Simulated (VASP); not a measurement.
# LiF in VASP: a series of runs

The runs below take LiF through electric field gradients, with PBE.

All numbers are computed with VASP 6.6.1; they aren't measurements. Logs are shortened: lines on timing, memory, paths and dates and some standing lists are left out, and cuts for length are marked.

**1. The cell of the first run**

The structure is cubic, space group Fm-3m (No. 225). The conventional cell has a = 4.081 Å, b = 4.081 Å, c = 4.081 Å, α = 90.00°, β = 90.00°, γ = 90.00°. Li (site symmetry m-3m) has 6 F at 2.04 Å within 2.7 Å. Within 2.7 Å of F (site symmetry m-3m) lie 6 Li at 2.04 Å.

**2. Electric field gradients, PBE (volume scaled by 1.04)**

The input, INCAR:

```
PREC     = Accurate       # precision mode
ENCUT    = 520            # plane-wave cutoff, eV
EDIFF    = 1E-8           # SCF threshold, eV
ISMEAR   = -1             # smearing method
SIGMA    = 0.03           # smearing width, eV
LREAL    = False          # projectors in reciprocal space
LASPH    = True           # aspherical terms in the spheres
NELM     = 80             # most SCF steps
ALGO     = Normal         # electronic algorithm
ISIF     = 2              # what is computed and relaxed
LWAVE    = False          # write WAVECAR
LCHARG   = False          # write CHGCAR
GGA      = PE             # functional
LEFG     = True         
NBANDS   = 12             # bands
```

The input, KPOINTS:

```
regular mesh
0
Gamma
  10 10 10
```

The input, POSCAR:

```
LiF
1.0
    0.0000000000      2.0405030393      2.0405030393
    2.0405030393      0.0000000000      2.0405030393
    2.0405030393      2.0405030393      0.0000000000
Li F
1 1
Direct
    0.0000000000      0.0000000000      0.0000000000
    0.5000000000      0.5000000000      0.5000000000
```

Potentials or basis: VASP PAW PBE potentials, release 64 (Li_sv, F).

The run is started by

```sh
cat potpaw_PBE.64/Li_sv/POTCAR potpaw_PBE.64/F/POTCAR > POTCAR
mpirun -np 1 vasp_std > vasp.out
```

OUTCAR:

```text
PREC = Accurate
   ENCUT = 520
   EDIFF = 1E-8
   ISMEAR = -1
   LREAL = False
   LASPH = True
   NELM = 80
   ISIF = 2
   GGA = PE

 ion  position               nearest neighbor table
   1  0.000  0.000  0.000-   2 2.04   2 2.04   2 2.04   2 2.04   2 2.04   2 2.04
   2  0.500  0.500  0.500-   1 2.04   1 2.04   1 2.04   1 2.04   1 2.04   1 2.04

  LATTYP: Found a face centered cubic cell.
 ALAT       =     4.0810060786

  Lattice vectors:

 A1 = (   0.0000000000,   2.0405030393,   2.0405030393)
 A2 = (   2.0405030393,   0.0000000000,   2.0405030393)
 A3 = (   2.0405030393,   2.0405030393,   0.0000000000)

Analysis of symmetry for initial positions (statically):
=====================================================================
 Subroutine PRICEL returns:
 Original cell was already a primitive cell.

 Routine SETGRP: Setting up the symmetry group for a
 face centered cubic supercell.

 Subroutine GETGRP returns: Found 48 space group operations
 (whereof 48 operations were pure point group operations)
 out of a pool of 48 trial point group operations.

The static configuration has the point symmetry O_h .

Analysis of symmetry for dynamics (positions and initial velocities):
=====================================================================
 Subroutine PRICEL returns:
 Original cell was already a primitive cell.

 Routine SETGRP: Setting up the symmetry group for a
 face centered cubic supercell.

 Subroutine GETGRP returns: Found 48 space group operations
 (whereof 48 operations were pure point group operations)
 out of a pool of 48 trial point group operations.

The dynamic configuration has the point symmetry O_h .

 Subroutine INISYM returns: Found 48 space group operations
 (whereof 48 operations are pure point group operations),
 and found     1 'primitive' translations

----------------------------------------------------------------------------------------

                                     Primitive cell

  volume of cell :      16.9919

  direct lattice vectors                    reciprocal lattice vectors
     0.000000000  2.040503039  2.040503039    -0.245037616  0.245037616  0.245037616
     2.040503039  0.000000000  2.040503039     0.245037616 -0.245037616  0.245037616
     2.040503039  2.040503039  0.000000000     0.245037616  0.245037616 -0.245037616

  length of vectors
     2.885707072  2.885707072  2.885707072     0.424417601  0.424417601  0.424417601

  position of ions in fractional coordinates (direct lattice)
     0.000000000  0.000000000  0.000000000
     0.500000000  0.500000000  0.500000000

  ion indices of the primitive-cell ions
   primitive index   ion index
                 1           1
                 2           2

----------------------------------------------------------------------------------------

 KPOINTS: regular mesh

Automatic generation of k-mesh.
 Grid dimensions read from file:
 generate k-points for:   10   10   10

 Generating k-lattice:

  Cartesian coordinates                     Fractional coordinates (reciprocal lattice)
    -0.024503762  0.024503762  0.024503762     0.100000000  0.000000000  0.000000000
     0.024503762 -0.024503762  0.024503762     0.000000000  0.100000000  0.000000000
     0.024503762  0.024503762 -0.024503762     0.000000000  0.000000000  0.100000000

  Length of vectors
     0.042441760  0.042441760  0.042441760

  Shift w.r.t. Gamma in fractional coordinates (k-lattice)
     0.000000000  0.000000000  0.000000000

 Subroutine IBZKPT returns following result:
 ===========================================

 Found     47 irreducible k-points:

 Following reciprocal coordinates:
            Coordinates               Weight
  0.000000  0.000000  0.000000      1.000000
  0.100000  0.000000  0.000000      8.000000
  0.200000  0.000000  0.000000      8.000000
  0.300000  0.000000  0.000000      8.000000
  0.400000  0.000000  0.000000      8.000000
  0.500000  0.000000  0.000000      4.000000
[... 16 lines left out ...]
  0.300000  0.300000  0.000000      6.000000
  0.400000  0.300000  0.000000     24.000000
 [... further k-points ...]
   k-points           NKPTS =     47   k-points in BZ     NKDIM =     47   number of bands    NBANDS=     12
   number of dos      NEDOS =    301   number of ions     NIONS =      2
   total plane-waves  NPLWV =  13824
   dimension x,y,z NGX =    24 NGY =   24 NGZ =   24
   dimension x,y,z NGXF=    48 NGYF=   48 NGZF=   48
   ions per type =               1   1
   NGX,Y,Z   is equivalent  to a cutoff of  13.83, 13.83, 13.83 a.u.
   NGXF,Y,Z  is equivalent  to a cutoff of  27.65, 27.65, 27.65 a.u.
 SYSTEM =  unknown system
   PREC   = accura    normal or accurate (medium, high low for compatibility)
   ISTART =      0    job   : 0-new  1-cont  2-samecut
   ICHARG =      2    charge: 1-file 2-atom 10-const
   ISPIN  =      1    spin polarized calculation?
   LNONCOLLINEAR =      F non collinear calculations
   LSORBIT =      F    spin-orbit coupling
   LASPH  =      T    aspherical Exc in radial PAW
   ENCUT  =  520.0 eV  38.22 Ry    6.18 a.u.   5.37  5.37  5.37*2*pi/ulx,y,z
   NELM   =     80;   NELMIN=  2; NELMDL= -5     # of ELM steps
   EDIFF  = 0.1E-07   stopping-criterion for ELM
   LREAL  =      F    real-space projection
   EDIFFG = 0.1E-06   stopping-criterion for IOM
   NSW    =      0    number of steps for IOM
   IBRION =     -1    ionic relax: 0-MD 1-quasi-New 2-CG
   NFREE  =      0    steps in history (QN), initial steepest desc. (CG)
   ISIF   =      2    stress and relaxation
   ISYM   =      2    0-nonsym 1-usesym 2-fastsym
   POTIM  = 0.5000    time-step for ionic-motion
   TEBEG  =    0.0;   TEEND  =   0.0 temperature during run
   PSTRESS=    0.0 pullay stress
   NELECT =      10.0000    total number of electrons
   NUPDOWN=      -1.0000    fix difference up-down
   EMIN   =  10.00;   EMAX   =-10.00  energy-range for DOS
   EFERMI =   0.00;   METHOD = LEGACY
   ISMEAR =    -1;   SIGMA  =   0.03  broadening in eV -4-tet -1-fermi 0-gaus
   EFERMI_NEDOS =   21; number of points for ismear=-14 and -15
   IALGO  =     38    algorithm
   IMIX   =      4    mixing-type and parameters
     AMIX     =   0.40;   BMIX     =  1.00
     AMIX_MAG =   1.60;   BMIX_MAG =  1.00
  volume/ion in A,a.u.               =       8.50        57.33
  Fermi-wavevector in a.u.,A,eV,Ry     =   1.371916  2.592546 25.608261  1.882154
  Thomas-Fermi vector in A             =   2.497570
   LORBIT       =      0    0 simple, 1 ext, 2 COOP (PROOUT), +10 PAW based schemes
   GGA     = PE    functional components
   LHFCALC =     F    Hartree Fock is set to
   AEXX    =    0.0000 exact exchange contribution
   IVDW    =     0    specifies the selected vdW correction
   LEPSILON=     F    determine dielectric tensor
   LRPA    =     F    only Hartree local field effects (RPA)
 non-spin polarized calculation
  energy-cutoff  :      520.00
  volume of cell :       16.99
 maximum number of plane-waves:       469
 NGX is ok and might be reduce to    24
   NGX = 11   NGY = 11   NGZ = 11

 number of electron      10.0000000 magnetization

 number of electron       9.9999994 magnetization

 Free energy of the ion-electron system (eV)
  ---------------------------------------------------
  ext. energy  EPLUGINS =         0.00000000
  ---------------------------------------------------
  free energy    TOTEN  =        -9.64059213 eV

  energy without entropy =       -9.64059213  energy(sigma->0) =       -9.64059213

 E-fermi :  -0.4085     XC(G=0):  -9.7929

 val. band max:       -1.2496761684   @ k =   0.0000   0.0000   0.0000
 cond. band min:       7.4979827051   @ k =   0.0000   0.0000   0.0000
 fundamental gap:      8.7476588735
 Fermi energy:        -0.4085243932

 k-point     1 :       0.0000    0.0000    0.0000
  band No.  band energies     occupation
      1     -42.2616      2.00000
      2     -21.1184      2.00000
      3      -1.2497      2.00000
      4      -1.2497      2.00000
      5      -1.2497      2.00000
      6       7.4980      0.00000
      7      22.2018      0.00000
      8      22.2018      0.00000
      9      22.2018      0.00000
     10      22.6883      0.00000
     11      22.6883      0.00000
     12      22.6883      0.00000

 k-point     2 :       0.1000    0.0000    0.0000
  band No.  band energies     occupation
      1     -42.2570      2.00000
      2     -21.0821      2.00000
      3      -1.5258      2.00000
      4      -1.2713      2.00000
      5      -1.2713      2.00000
      6       7.7923      0.00000
      7      19.6559      0.00000
      8      21.0226      0.00000
      9      21.0226      0.00000
     10      23.6704      0.00000
     11      23.6800      0.00000
     12      23.6800      0.00000

 k-point     3 :       0.2000    0.0000    0.0000
  band No.  band energies     occupation
      1     -42.2447      2.00000
      2     -20.9849      2.00000
      3      -2.1854      2.00000
      4      -1.3268      2.00000
      5      -1.3268      2.00000
      6       8.4530      0.00000
      7      17.2225      0.00000
      8      19.5786      0.00000
      9      19.5786      0.00000
     10      24.5993      0.00000
     11      25.0018      0.00000
     12      25.0018      0.00000
[... 286 lines left out ...]
 k-point    23 :       0.3000    0.3000    0.0000
  band No.  band energies     occupation
      1     -42.2201      2.00000
      2     -20.7321      2.00000
      3      -3.0591      2.00000
      4      -1.8738      2.00000
      5      -1.8738      2.00000
      6      10.6439      0.00000
      7      16.4574      0.00000
      8      17.3911      0.00000
      9      18.7300      0.00000
     10      18.7300      0.00000
     11      32.3172      0.00000
     12      32.6847      0.00000

 k-point    24 :       0.4000    0.3000    0.0000
  band No.  band energies     occupation
      1     -42.2109      2.00000
      2     -20.6314      2.00000
      3      -3.4485      2.00000
      4      -2.0722      2.00000
      5      -1.9666      2.00000
      6      11.4693      0.00000
      7      15.2942      0.00000
      8      16.8738      0.00000
      9      18.4817      0.00000
     10      19.5447      0.00000
     11      31.7813      0.00000
     12      32.9702      0.00000

 [... further k-points ...]
[... 5 lines left out ...]
  --------------------------------------------------------------------------------------
  -------------------------------------------------------------------------------------
  Total       -0.1133854     -0.1133854     -0.1133854     -0.0000000      0.0000000     -0.0000000
  in kB      -10.6911838    -10.6911838    -10.6911838     -0.0000000      0.0000000     -0.0000000
  external PRESSURE =     -10.6911838 kB  Pullay stress =       0.0000000 kB

 VOLUME and BASIS-vectors are now :
 -----------------------------------------------------------------------------
  energy-cutoff  :      520.00
  volume of cell :       16.99
      direct lattice vectors                 reciprocal lattice vectors
     0.000000000  2.040503039  2.040503039    -0.245037616  0.245037616  0.245037616
     2.040503039  0.000000000  2.040503039     0.245037616 -0.245037616  0.245037616
     2.040503039  2.040503039  0.000000000     0.245037616  0.245037616 -0.245037616

 POSITION                                       TOTAL-FORCE (eV/Angst)
 -----------------------------------------------------------------------------------
      0.00000      0.00000      0.00000         0.000000     -0.000000     -0.000000
      2.04050      2.04050      2.04050        -0.000000      0.000000      0.000000
 -----------------------------------------------------------------------------------
    total drift:                               -0.000000     -0.000000      0.000000

  FREE ENERGIE OF THE ION-ELECTRON SYSTEM (eV)
  ---------------------------------------------------
  free  energy   TOTEN  =        -9.6405921305 eV

  energy  without entropy=       -9.6405921305  energy(sigma->0) =       -9.64059213

 Electric field gradients (V/A^2)
---------------------------------------------------------------------
 ion       V_xx      V_yy      V_zz      V_xy      V_xz      V_yz
---------------------------------------------------------------------
   1      -0.000    -0.000    -0.000    -0.002    -0.002    -0.002
   2       0.000    -0.000    -0.000    -0.001    -0.001    -0.001
---------------------------------------------------------------------

 Electric field gradients after diagonalization (V/A^2)
 (convention: |V_zz| > |V_xx| > |V_yy|)
----------------------------------------------------------------------
 ion       V_xx      V_yy      V_zz     asymmetry (V_yy - V_xx)/ V_zz
----------------------------------------------------------------------
   1       0.002     0.002    -0.004       0.000
   2       0.001     0.001    -0.003       0.000
----------------------------------------------------------------------

           NMR quadrupolar parameters

 Cq : quadrupolar parameter    Cq=e*Q*V_zz/h
 eta: asymmetry parameters     (V_yy - V_xx)/ V_zz
 Q  : nuclear electric quadrupole moment in mb (millibarn)
----------------------------------------------------------------------
 ion       Cq(MHz)       eta       Q (mb)
----------------------------------------------------------------------
   1      -0.000       0.000       1.000
   2      -0.000       0.000       1.000
----------------------------------------------------------------------
```

It took 16 s on 1 thread of Intel Xeon Platinum 8259CL at 2.50GHz (Skylake/Cascade Lake), shared host; peak memory 0.13 GiB.

Results:

```yaml
Free_energy: -9.6406 eV
Band_gap_on_the_k_mesh: 8.75 eV, direct
```

Caveat: the cutoff is under 1.25 times the usual one of these potentials, so pressure, stress and relaxed cells hold a basis-set (Pulay) error; without QUAD_EFG the Cq values of the log hold for a quadrupole moment of 1 mb, not for the nuclei. A k mesh can miss the band edges.

(Continued in part 2 of 2.)
